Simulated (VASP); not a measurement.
Crystal: Ge.

```
CELL_PARAMETERS angstrom
3.42347 0.00000 0.00000
-1.71174 2.96481 0.00000
0.00000 0.00000 2.90299
ATOMIC_POSITIONS crystal
Ge 0.66667 0.33333 0.66651
Ge 0.33333 0.66667 0.33349
```

The cell was generated, and may not be a known phase.

```yaml
Program: VASP 6.6.1
Task: relaxation of cell and atoms
Functional: PBE
Potentials_or_basis: VASP PAW PBE potentials, release 64 (Ge_d)
Cutoff: 600 eV
k_mesh: 6 × 6 × 6
Occupations: gaussian, width 0.1 eV
Spin: no spin polarisation
```

At the start: pressure 62.9 GPa; volume 14.73 Å³/atom.

Task: How do energy, volume and symmetry change on relaxing?

Result: Over 14 steps the energy falls by 1071.3 meV/atom and the volume is 21.03 Å³/atom (+42.7 %); space group P-3m1 (No. 164, to 0.1 Å) before and after.

Step by step:
```tsv
step	energy change (eV)	largest force (eV/Å)	pressure (GPa)	volume (Å³)
1	0.0000	3.0128	62.91	29.47
2	-1.3120	0.3120	-9.49	61.64
3	-2.0970	0.1605	-0.40	43.83
4	-2.0972	0.1747	-0.07	43.50
5	-2.1164	0.1970	-0.64	43.55
6	-2.1181	0.1897	-0.86	43.56
7	-2.1243	0.2183	-0.22	42.86
8	-2.1292	0.2326	1.48	41.34
9	-2.1296	0.2481	0.93	41.77
10	-2.1341	0.1971	0.86	41.69
11	-2.1408	0.0297	0.75	41.46
12	-2.1409	0.0077	0.73	41.43
13	-2.1424	0.0013	0.22	41.81
14	-2.1426	0.0030	-0.12	42.06
```

Final structure:
```yaml
crystal:
  lattice:
    - [3.82275, 0.00000, 0.00000]
    - [-1.91137, 3.31060, 0.00000]
    - [0.00000, 0.00000, 3.32320]
  atoms:
    - { symbol: Ge, position: [0.66667, 0.33333, 0.72124] }
    - { symbol: Ge, position: [0.33333, 0.66667, 0.27876] }
```

Caveat: the k points lie up to 0.32 Å⁻¹ apart in the final cell, too coarse for converged energies and pressures of a metal; the volume moved by over 15 % at a fixed basis, so the end points are rough.
